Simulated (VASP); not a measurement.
A run of VASP 6.6.1 is set up as follows.

Contents of INCAR:

```
PREC = Accurate ; ENCUT = 520
EDIFF = 1E-6 ; ISMEAR = -1
SIGMA = 0.05 ; LREAL = False
LASPH = True ; NELM = 60
ALGO = Normal ; ISIF = 2
LWAVE = False ; LCHARG = False
GGA = PS ; NBANDS = 27
```

File KPOINTS:

```
Automatic mesh
0
Gamma
  8 8 8
```

Contents of POSCAR:

```
InSe
1.0
    1.9591722174      1.1311286071      8.2677067576
   -1.9591722174      1.1311286071      8.2677067576
    0.0000000000     -2.2622572143      8.2677067576
In Se
2 2
Direct
    0.8886000000      0.8886000000      0.8886000000
    0.0000000000      0.0000000000      0.0000000000
    0.1719000000      0.1719000000      0.1719000000
    0.3835000000      0.3835000000      0.3835000000
```

Potentials or basis: VASP PAW PBE potentials, release 64 (In_d, Se).

The run is started by

```sh
$ cat potpaw_PBE.64/In_d/POTCAR potpaw_PBE.64/Se/POTCAR > POTCAR
$ mpirun -np 1 vasp_std > vasp.out
```

Predict the band gap on the k mesh.

0.50 eV.

Estimate the pressure.

3.9 GPa.

Estimate the largest force.

0.623 eV/Å.

Stress tensor (GPa, compression positive):
```
4.40 0.00 0.00
0.00 4.40 0.00
0.00 0.00 2.93
```

Caveat: the cell stands under pressure; the PAW data sets were made with another functional, which shifts forces and pressure a little; spin-orbit coupling is left out, which moves the levels of the heavy elements. A k mesh can miss the band edges.
